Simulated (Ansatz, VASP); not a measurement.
**Two plane-wave programs on BaZrO3**

File INCAR:

```
SYSTEM = BaZrO3
ALGO = Normal
EDIFF = 1E-6
ENCUT = 520
GGA = PE
ISIF = 2
ISMEAR = 0
LASPH = .TRUE.
LCHARG = .TRUE.
LELF = .TRUE.
LREAL = .FALSE.
LVHAR = .TRUE.
LWAVE = .FALSE.
NBANDS = 28
NELM = 80
PREC = Accurate
SIGMA = 0.1
```

File KPOINTS:

```
k-points
0
G
  4 4 4
  0 0 0
```

File POSCAR:

```
BaZrO3
1.0
    4.1796706600      0.0000000000      0.0000000000
    0.0000000000      4.1796706600      0.0000000000
    0.0000000000      0.0000000000      4.2778199400
Ba Zr O
1 1 3
Direct
    0.0000000000      0.0000000000      0.8586872600
    0.5000000000      0.5000000000      0.6651683000
    0.0000000000      0.5000000000      0.4037969700
    0.5000000000      0.0000000000      0.4037969700
    0.5000000000      0.5000000000      0.1685505100
```

Input for Ansatz:

```yaml
crystal:
  lattice:
    - [4.17967066, 0.0, 0.0]
    - [0.0, 4.17967066, 0.0]
    - [0.0, 0.0, 4.27781994]
  atoms:
    - { symbol: Ba, position: [0.0, 0.0, 0.85868726] }
    - { symbol: Zr, position: [0.5, 0.5, 0.6651683] }
    - { symbol: O, position: [0.0, 0.5, 0.40379697] }
    - { symbol: O, position: [0.5, 0.0, 0.40379697] }
    - { symbol: O, position: [0.5, 0.5, 0.16855051] }
basis:
  ecutwfc: 420
kpoints:
  mp_grid: { grid: [4, 4, 4] }
hamiltonian:
  xc: pbe
scf:
  occupations: { method: gaussian, width: 0.1 }
  lower_state_search: "off"
output:
  forces: true
  stress: true
  eigenvalues: true
```

Alike in both runs: task single point; functional PBE; k mesh 4 × 4 × 4; occupations gaussian, width 0.1 eV; no spin polarisation.

|  | VASP | Ansatz |
| --- | --- | --- |
| version | VASP 6.6.1 | Ansatz 0.2.0 |
| potentials or method | VASP PAW PBE potentials, release 64 (Ba_sv, Zr_sv, O), cutoff 520 eV | scalar-relativistic, plane waves, PAW |
| valence electrons in the cell | 40 | 40 |

VASP gave:

```
gap on the k mesh at the Fermi level (eV)                     : none
pressure (GPa)                                                : -0.8
traceless stress, the component that is largest in VASP (GPa) : -34.58
rms of the force components (eV/Å)                            : 2.788
```

Which values does Ansatz return?

gap on the k mesh at the Fermi level (eV): none; pressure (GPa): -2.1; traceless stress, the component that is largest in VASP (GPa): -34.41; rms of the force components (eV/Å): 2.782.

Atom by atom the forces differ by 0.044 eV/Å (rms over components). A gap of «none» marks a metal or a gap that the smearing closes. The functional is the same, so the differences come from potentials, cutoffs and numerics.

The k mesh is coarse, so the values compare programs but aren't converged. Neither program's run includes spin-orbit coupling.
